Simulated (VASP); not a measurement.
# Ir: single point with PBEsol

The system is Ir.

```xyz
2
Lattice="2.6688 0.0000 0.0000 -1.3344 2.3113 0.0000 0.0000 0.0000 4.4623" Properties=species:S:1:pos:R:3 pbc="T T T"
Ir    1.3344    0.7704    3.3467
Ir    0.0000    1.5409    1.1156
```

This cell differs from its parent crystal: strain -0.030 along x and y, +0.000 along z.

```yaml
Program: VASP 6.6.1
Task: single point
Functional: PBEsol
Potentials_or_basis: VASP PAW PBE potentials, release 64 (Ir)
Cutoff: 520 eV
k_mesh: 18 × 18 × 12
Occupations: gaussian, width 0.15 eV
Spin: no spin polarisation
Dipole_correction: no
Further_INCAR_settings: ALGO = Normal; EDIFF = 1e-06; NBANDS = 16
```

```yaml
Pressure: 11.7 GPa
Band_gap_on_the_k_mesh: zero (band 9 reaches 12.06 eV, above the bottom of band 10 at 8.36 eV)
```

Stress tensor (GPa, compression positive):
```
16.18  0.00  0.00
 0.00 16.18  0.00
 0.00  0.00  2.88
```

Levels at points of the mesh, in eV from the Fermi level:
```
           k point  band 5  band 6  band 7  band 8  band 9  band 10  band 11  band 12  band 13  band 14
(0.00, 0.00, 0.00)   -4.00   -3.38   -3.38   -2.19   -2.19    -1.24     0.34     0.34     6.92    14.38
(0.50, 0.00, 0.00)   -3.91   -3.48   -3.29    0.93    1.01     1.38     3.16     4.70     8.40    10.19
(0.00, 0.00, 0.50)   -4.06   -4.06   -4.06   -4.06   -0.44    -0.44    -0.44    -0.44    13.50    13.50
(0.50, 0.00, 0.50)   -2.08   -2.08   -1.02   -1.02    1.23     1.23     2.08     2.08     8.07     8.07
```

Wall time 34 s on 1 thread of Intel(R) Xeon(R) 6975P-C (Granite Rapids) (shared host), peak memory 0.21 GiB.

Caveat: the cell differs from its parent crystal (strain -0.030 along x and y, +0.000 along z); the PAW data sets were made with another functional, which shifts forces and pressure a little; spin-orbit coupling is left out, which moves the levels of the heavy elements.
